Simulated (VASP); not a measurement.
# La (P6_3/mmc) in VASP: relaxation of cell and atoms with PBE

Aim: the relaxation of cell and atoms of La with PBE.

Program: VASP 6.6.1. These are calculated values, not measurements. Logs are shortened: lines on timing, memory, paths and dates and some standing lists are left out, and cuts for length are marked.

## (1) The cell of the first run

Symmetry: P6_3/mmc, No. 194, hexagonal system. The conventional cell has a = 3.770 Å, b = 3.770 Å, c = 12.130 Å, α = 90.00°, β = 90.00°, γ = 120.00°. La (site symmetry -3m) has 12 La at 3.73 to 3.77 Å within 4.9 Å. La (site symmetry -6m2) has 12 La at 3.73 to 3.77 Å within 4.9 Å.

## (2) Relaxation of cell and atoms, PBE

INCAR

```
SYSTEM = La
PREC     = Accurate       ! precision mode
ENCUT    = 600            ! plane-wave cutoff, eV
EDIFF    = 1E-6           ! SCF threshold, eV
ISMEAR   = 0              ! smearing method
SIGMA    = 0.05           ! smearing width, eV
LREAL    = .False.        ! projectors in reciprocal space
LASPH    = .True.         ! aspherical terms in the spheres
NELM     = 100            ! most SCF steps
ALGO     = Normal         ! electronic algorithm
ISIF     = 3              ! what is computed and relaxed
LWAVE    = .False.        ! write WAVECAR
LCHARG   = .False.        ! write CHGCAR
GGA      = PE             ! functional
IBRION   = 2              ! ionic algorithm
NSW      = 80             ! ionic steps
EDIFFG   = -0.01          ! ionic threshold
```

KPOINTS

```
Automatic mesh
0
Gamma
  14 14 4
  0 0 0
```

POSCAR

```
La
1.0
    3.7700000000      0.0000000000      0.0000000000
   -1.8850000000      3.2649157723      0.0000000000
    0.0000000000      0.0000000000     12.1300000000
La
4
Direct
    0.0000000000      0.0000000000      0.0000000000
    0.0000000000      0.0000000000      0.5000000000
    0.3333333333      0.6666666667      0.2500000000
    0.6666666667      0.3333333333      0.7500000000
```

Potentials or basis: VASP PAW PBE potentials, release 64 (La).

Started as:

```
> cat potpaw_PBE.64/La/POTCAR > POTCAR
> mpirun -np 1 vasp_std > vasp.out
```

OUTCAR:

```text
SYSTEM = La
   PREC = Accurate
   ENCUT = 600
   EDIFF = 1E-6
   ISMEAR = 0
   LREAL = .False.
   LASPH = .True.
   NELM = 100
   ISIF = 3
   GGA = PE
   IBRION = 2
   NSW = 80
   EDIFFG = -0.01

 ion  position               nearest neighbor table
   1  0.000  0.000  0.000-
   2  0.000  0.000  0.500-
   3  0.333  0.667  0.250-
   4  0.667  0.333  0.750-

  LATTYP: Found a hexagonal cell.
 ALAT       =     3.7700000000
 C/A-ratio  =     3.2175066313

  Lattice vectors:

 A1 = (   3.7700000000,   0.0000000000,   0.0000000000)
 A2 = (  -1.8850000000,   3.2649157723,   0.0000000000)
 A3 = (   0.0000000000,   0.0000000000,  12.1300000000)

Analysis of symmetry for initial positions (statically):
=====================================================================
 Subroutine PRICEL returns:
 Original cell was already a primitive cell.

 Routine SETGRP: Setting up the symmetry group for a
 hexagonal supercell.

 Subroutine GETGRP returns: Found 24 space group operations
 (whereof 12 operations were pure point group operations)
 out of a pool of 24 trial point group operations.

The static configuration has the point symmetry D_3d.
 The point group associated with its full space group is D_6h.

Analysis of symmetry for dynamics (positions and initial velocities):
=====================================================================
 Subroutine PRICEL returns:
 Original cell was already a primitive cell.

 Routine SETGRP: Setting up the symmetry group for a
 hexagonal supercell.

 Subroutine GETGRP returns: Found 24 space group operations
 (whereof 12 operations were pure point group operations)
 out of a pool of 24 trial point group operations.

The dynamic configuration has the point symmetry D_3d.
 The point group associated with its full space group is D_6h.

 Subroutine INISYM returns: Found 24 space group operations
 (whereof 12 operations are pure point group operations),
 and found     1 'primitive' translations

----------------------------------------------------------------------------------------

                                     Primitive cell

  volume of cell :     149.3049

  direct lattice vectors                    reciprocal lattice vectors
     3.770000000  0.000000000  0.000000000     0.265251989  0.153143307  0.000000000
    -1.885000000  3.264915772  0.000000000     0.000000000  0.306286615  0.000000000
     0.000000000  0.000000000 12.130000000     0.000000000  0.000000000  0.082440231

  length of vectors
     3.770000000  3.770000000 12.130000000     0.306286615  0.306286615  0.082440231

  position of ions in fractional coordinates (direct lattice)
     0.000000000  0.000000000  0.000000000
     0.000000000  0.000000000  0.500000000
     0.333333333  0.666666667  0.250000000
     0.666666667  0.333333333  0.750000000

  ion indices of the primitive-cell ions
   primitive index   ion index
                 1           1
                 2           2
                 3           3
                 4           4

----------------------------------------------------------------------------------------

 KPOINTS: Automatic mesh

Automatic generation of k-mesh.
 Grid dimensions read from file:
 generate k-points for:   14   14    4

 Generating k-lattice:

  Cartesian coordinates                     Fractional coordinates (reciprocal lattice)
     0.018946571  0.010938808  0.000000000     0.071428571 -0.000000000  0.000000000
     0.000000000  0.021877615  0.000000000     0.000000000  0.071428571  0.000000000
     0.000000000  0.000000000  0.020610058     0.000000000  0.000000000  0.250000000

  Length of vectors
     0.021877615  0.021877615  0.020610058

  Shift w.r.t. Gamma in fractional coordinates (k-lattice)
     0.000000000  0.000000000  0.000000000

 Subroutine IBZKPT returns following result:
 ===========================================

 Found     72 irreducible k-points:

 Following reciprocal coordinates:
            Coordinates               Weight
  0.000000  0.000000  0.000000      1.000000
  0.071429 -0.000000  0.000000      6.000000
  0.142857 -0.000000  0.000000      6.000000
  0.214286  0.000000  0.000000      6.000000
  0.285714  0.000000  0.000000      6.000000
  0.357143 -0.000000  0.000000      6.000000
[... 16 lines left out ...]
  0.285714  0.285714  0.000000      6.000000
  0.357143  0.285714  0.000000      6.000000
 [... further k-points ...]
   k-points           NKPTS =     72   k-points in BZ     NKDIM =     72   number of bands    NBANDS=     26
   number of dos      NEDOS =    301   number of ions     NIONS =      4
   total plane-waves  NPLWV =  88200
   dimension x,y,z NGX =    30 NGY =   30 NGZ =   98
   dimension x,y,z NGXF=    60 NGYF=   60 NGZF=  196
   ions per type =               4
   NGX,Y,Z   is equivalent  to a cutoff of  13.23, 13.23, 13.43 a.u.
   NGXF,Y,Z  is equivalent  to a cutoff of  26.46, 26.46, 26.86 a.u.
 SYSTEM =  La
   PREC   = accura    normal or accurate (medium, high low for compatibility)
   ISTART =      0    job   : 0-new  1-cont  2-samecut
   ICHARG =      2    charge: 1-file 2-atom 10-const
   ISPIN  =      1    spin polarized calculation?
   LNONCOLLINEAR =      F non collinear calculations
   LSORBIT =      F    spin-orbit coupling
   LASPH  =      T    aspherical Exc in radial PAW
   ENCUT  =  600.0 eV  44.10 Ry    6.64 a.u.   7.53  7.53 24.23*2*pi/ulx,y,z
   NELM   =    100;   NELMIN=  2; NELMDL= -5     # of ELM steps
   EDIFF  = 0.1E-05   stopping-criterion for ELM
   LREAL  =      F    real-space projection
   EDIFFG = -.1E-01   stopping-criterion for IOM
   NSW    =     80    number of steps for IOM
   IBRION =      2    ionic relax: 0-MD 1-quasi-New 2-CG
   NFREE  =      1    steps in history (QN), initial steepest desc. (CG)
   ISIF   =      3    stress and relaxation
   ISYM   =      2    0-nonsym 1-usesym 2-fastsym
   POTIM  = 0.5000    time-step for ionic-motion
   TEBEG  =    0.0;   TEEND  =   0.0 temperature during run
   PSTRESS=    0.0 pullay stress
   NELECT =      44.0000    total number of electrons
   NUPDOWN=      -1.0000    fix difference up-down
   EMIN   =  10.00;   EMAX   =-10.00  energy-range for DOS
   EFERMI =   0.00;   METHOD = LEGACY
   ISMEAR =     0;   SIGMA  =   0.05  broadening in eV -4-tet -1-fermi 0-gaus
   EFERMI_NEDOS =   21; number of points for ismear=-14 and -15
   IALGO  =     38    algorithm
   IMIX   =      4    mixing-type and parameters
     AMIX     =   0.40;   BMIX     =  1.00
     AMIX_MAG =   1.60;   BMIX_MAG =  1.00
  volume/ion in A,a.u.               =      37.33       251.89
  Fermi-wavevector in a.u.,A,eV,Ry     =   1.089434  2.058732 16.148305  1.186867
  Thomas-Fermi vector in A             =   2.225637
   LORBIT       =      0    0 simple, 1 ext, 2 COOP (PROOUT), +10 PAW based schemes
   GGA     = PE    functional components
   LHFCALC =     F    Hartree Fock is set to
   AEXX    =    0.0000 exact exchange contribution
   IVDW    =     0    specifies the selected vdW correction
   LEPSILON=     F    determine dielectric tensor
   LRPA    =     F    only Hartree local field effects (RPA)
 conjugate gradient relaxation of ions
 non-spin polarized calculation
 Gauss-broadening in eV      SIGMA  =   0.05
  energy-cutoff  :      600.00
  volume of cell :      149.30
 maximum number of plane-waves:      5023
   NGX = 15   NGY = 15   NGZ = 49

--------------------------------------- Ionic step        1  -------------------------------------------

 number of electron      43.9999997 magnetization

 Free energy of the ion-electron system (eV)
  ---------------------------------------------------
  ext. energy  EPLUGINS =         0.00000000
  ---------------------------------------------------
  free energy    TOTEN  =       -19.54746366 eV

  energy without entropy =      -19.54020059  energy(sigma->0) =      -19.54383212

------------------------ aborting loop because EDIFF is reached ----------------------------------------

  FORCE on cell =-STRESS in cart. coord.  units (eV):
  Direction    XX          YY          ZZ          XY          YZ          ZX
  --------------------------------------------------------------------------------------
  -------------------------------------------------------------------------------------
  Total        0.0749579      0.0749579     -0.2109249     -0.0000000      0.0000000      0.0000000
  in kB        0.8043661      0.8043661     -2.2634159     -0.0000000      0.0000000      0.0000000
  external PRESSURE =      -0.2182279 kB  Pullay stress =       0.0000000 kB

 VOLUME and BASIS-vectors are now :
 -----------------------------------------------------------------------------
  energy-cutoff  :      600.00
  volume of cell :      149.30
      direct lattice vectors                 reciprocal lattice vectors
     3.770000000  0.000000000  0.000000000     0.265251989  0.153143307  0.000000000
    -1.885000000  3.264915772  0.000000000     0.000000000  0.306286615  0.000000000
     0.000000000  0.000000000 12.130000000     0.000000000  0.000000000  0.082440231
[... 39 lines left out ...]
 POSITION                                       TOTAL-FORCE (eV/Angst)
 -----------------------------------------------------------------------------------
     -0.00000      0.00000     12.09914        -0.000000     -0.000000     -0.000000
     -0.00000      0.00000      6.04957        -0.000000     -0.000000     -0.000000
     -0.00000      2.17858      3.02479        -0.000000      0.000000     -0.000000
      1.88670      1.08929      9.07436         0.000000     -0.000000      0.000000
 -----------------------------------------------------------------------------------
    total drift:                               -0.000000      0.000000     -0.000000

  FREE ENERGIE OF THE ION-ELECTRON SYSTEM (eV)
  ---------------------------------------------------
  free  energy   TOTEN  =       -19.5479748747 eV

  energy  without entropy=      -19.5409434430  energy(sigma->0) =      -19.54445916

--------------------------------------- Ionic step        3  -------------------------------------------

 number of electron      43.9999998 magnetization

 Free energy of the ion-electron system (eV)
  ---------------------------------------------------
  ext. energy  EPLUGINS =         0.00000000
  ---------------------------------------------------
  free energy    TOTEN  =       -19.54813507 eV

  energy without entropy =      -19.54127847  energy(sigma->0) =      -19.54470677

 E-fermi :   7.8462     XC(G=0):  -9.5463

 val. band max:        7.8397076706   @ k =   0.2857   0.2857   0.0000
 cond. band min:       7.8714612699   @ k =   0.2857   0.2143   0.2500
 fundamental gap:      0.0317535993
 Fermi energy:         7.8461901521

 k-point     1 :       0.0000    0.0000    0.0000
  band No.  band energies     occupation
      1     -25.0502      2.00000
      2     -24.9492      2.00000
      3     -24.9460      2.00000
      4     -24.8414      2.00000
      5      -9.4461      2.00000
      6      -8.7820      2.00000
[... 18 lines left out ...]
     25       9.1289      0.00000
     26       9.1328      0.00000
[... 644 lines left out ...]
      4     -24.8053      2.00000
      5      -9.1810      2.00000
      6      -9.1267      2.00000
[... 18 lines left out ...]
     25       8.4854      0.00000
     26       8.6938      0.00000

 [... further k-points ...]

------------------------ aborting loop because EDIFF is reached ----------------------------------------

  FORCE on cell =-STRESS in cart. coord.  units (eV):
  Direction    XX          YY          ZZ          XY          YZ          ZX
  --------------------------------------------------------------------------------------
  -------------------------------------------------------------------------------------
  Total        0.0137705      0.0137705      0.0010916     -0.0000000      0.0000000      0.0000000
  in kB        0.1479672      0.1479672      0.0117298     -0.0000000      0.0000000      0.0000000
  external PRESSURE =       0.1025548 kB  Pullay stress =       0.0000000 kB

 VOLUME and BASIS-vectors are now :
 -----------------------------------------------------------------------------
  energy-cutoff  :      600.00
  volume of cell :      149.11
      direct lattice vectors                 reciprocal lattice vectors
     3.776114713  0.000000000  0.000000000     0.264822463  0.152895320  0.000000000
    -1.888057357  3.270211269  0.000000000     0.000000000  0.305790641  0.000000000
    -0.000000000  0.000000000 12.074638715     0.000000000 -0.000000000  0.082818213

 POSITION                                       TOTAL-FORCE (eV/Angst)
 -----------------------------------------------------------------------------------
      0.00000      0.00000      0.00000        -0.000000      0.000000      0.000000
     -0.00000      0.00000      6.03732        -0.000000      0.000000      0.000000
     -0.00000      2.18014      3.01866        -0.000000      0.000000     -0.000000
      1.88806      1.09007      9.05598         0.000000     -0.000000      0.000000
 -----------------------------------------------------------------------------------
    total drift:                               -0.000000      0.000000     -0.000000

  FREE ENERGIE OF THE ION-ELECTRON SYSTEM (eV)
  ---------------------------------------------------
  free  energy   TOTEN  =       -19.5481350731 eV

  energy  without entropy=      -19.5412784696  energy(sigma->0) =      -19.54470677

 reached required accuracy - stopping structural energy minimisation
```

Wall time 7.2 min (1 thread of AMD EPYC 9R45 (Zen 5), shared host); peak memory 0.47 GiB.

Results:

- Free energy: -19.5481 eV
- Relaxed volume: 37.28 Å³/atom
- Relaxed cell: a = 3.776 Å, b = 3.776 Å, c = 12.075 Å, α = 90.00°, β = 90.00°, γ = 120.00°
- Space group after relaxing (to 0.05 Å): P6_3/mmc (No. 194)
- Energy gained by relaxing: 0.2 meV/atom
- Ionic steps: 3
- Pressure after relaxing: 0.0 GPa
- Band gap on the k mesh: zero (band 22 reaches 8.69 eV, above the bottom of band 23 at 7.62 eV)

The path:
| step | energy change (eV) | largest force (eV/Å) | pressure (GPa) | volume (Å³) |
| --- | --- | --- | --- | --- |
| 1 | 0.0000 | 0.0000 | -0.02 | 149.30 |
| 2 | -0.0005 | 0.0000 | -0.01 | 149.19 |
| 3 | -0.0007 | 0.0000 | 0.01 | 149.11 |

Final structure:
```
CELL_PARAMETERS angstrom
3.77611 0.00000 0.00000
-1.88806 3.27021 0.00000
0.00000 0.00000 12.07464
ATOMIC_POSITIONS crystal
La 0.00000 0.00000 0.00000
La 0.00000 0.00000 0.50000
La 0.33333 0.66667 0.25000
La 0.66667 0.33333 0.75000
```

Levels at points of the mesh, in eV from the Fermi level:
| k point | band 19 | band 20 | band 21 | band 22 | band 23 | band 24 | band 25 | band 26 |
| --- | --- | --- | --- | --- | --- | --- | --- | --- |
| (0.00, 0.00, 0.00) | -1.87 | -1.76 | 0.49 | 0.62 | 1.22 | 1.26 | 1.28 | 1.29 |
| (0.50, 0.00, 0.00) | -1.55 | -1.05 | -0.65 | -0.29 | -0.19 | 0.43 | 0.91 | 1.14 |
| (0.00, 0.00, 0.50) | -1.68 | -1.68 | 0.80 | 0.80 | 1.22 | 1.22 | 1.28 | 1.28 |
| (0.50, 0.00, 0.50) | -1.39 | -1.39 | -1.06 | -1.06 | 0.66 | 0.66 | 1.24 | 1.24 |

Caveat: spin-orbit coupling is left out, which moves the levels of the heavy elements.
